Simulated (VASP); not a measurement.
# FeO (Wuestite): single point with PBE

The system is FeO (Wuestite).

```
CELL_PARAMETERS angstrom
0.00000 2.15540 2.15540
2.15540 0.00000 2.15540
2.15540 2.15540 0.00000
ATOMIC_POSITIONS crystal
Fe 0.00000 0.00000 0.00000
O 0.50000 0.50000 0.50000
```

| Quantity | Value |
| --- | --- |
| Program | VASP 6.6.1 |
| Task | single point |
| Functional | PBE |
| Potentials or basis | VASP PAW PBE potentials, release 64 (Fe, O) |
| Cutoff | 520 eV |
| k mesh | 9 × 9 × 9 |
| Occupations | fermi-dirac, width 0.05 eV |
| Spin | collinear spin, ferromagnetic start |
| Starting moments | [3.0, 0.0] μB |
| Fixed moment | 3 μB |

| Item | Value |
| --- | --- |
| Pressure | -10.7 GPa |
| Net moment | 3.00 μB per cell |
| Site moments | Fe +2.88; O +0.08 μB |
| Valence electrons inside the program's atomic spheres | Fe 6.79; O 4.96 |

Wall time 46 s on 1 thread of Intel Xeon 8259CL (shared host), peak memory 0.16 GiB.

Caveat: the total moment is fixed, so each spin has its own Fermi level; a cell with one magnetic atom can't hold antiferromagnetic order, which such compounds often take.
